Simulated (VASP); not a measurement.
Write the native input for VASP 6.6.1 that does the following.

```
Task                   : electric field gradients
Functional             : PBE
Potentials or basis    : VASP PAW PBE potentials, release 64 (Ta_pv, N)
Cutoff                 : 520 eV
k mesh                 : 9 × 9 × 9
Occupations            : fermi-dirac, width 0.02 eV
Spin                   : no spin polarisation
Dipole correction      : no
Further INCAR settings : ALGO = Normal; EDIFF = 1e-08; NBANDS = 15
```

The structure of TaN lies in POSCAR:

```
TaN
1.0
    0.0000000000      2.1862392558      2.1862392558
    2.1862392558      0.0000000000      2.1862392558
    2.1862392558      2.1862392558      0.0000000000
Ta N
1 1
Direct
    0.5000000000      0.5000000000      0.5000000000
    0.0000000000      0.0000000000      0.0000000000
```

This cell differs from its parent crystal: volume scaled by 1.01.

The input as run:

INCAR

```
ALGO = Normal ; EDIFF = 1E-8
ENCUT = 520 ; GGA = PE
ISIF = 2 ; ISMEAR = -1
LASPH = True ; LCHARG = False
LEFG = True ; LREAL = False
LWAVE = False ; NBANDS = 15
NELM = 100 ; PREC = Accurate
SIGMA = 0.02
```

KPOINTS

```
k-points
0
Gamma
  9 9 9
```

Potentials or basis: VASP PAW PBE potentials, release 64 (Ta_pv, N).

The run is started by

```sh
$ cat potpaw_PBE.64/Ta_pv/POTCAR potpaw_PBE.64/N/POTCAR > POTCAR
$ mpirun -np 1 vasp_std > vasp.out
```

Results of the run:

```json
{
  "Pressure": "11.6 GPa",
  "Band gap on the k mesh": "zero (band 8 reaches 11.33 eV, above the bottom of band 9 at 7.59 eV)"
}
```

Caveat: without QUAD_EFG the Cq values of the log hold for a quadrupole moment of 1 mb, not for the nuclei; spin-orbit coupling is left out, which moves the levels of the heavy elements.

Wall time 5.7 s on 1 thread of Intel(R) Xeon(R) 6975P-C (Granite Rapids) (shared host), peak memory 0.14 GiB.
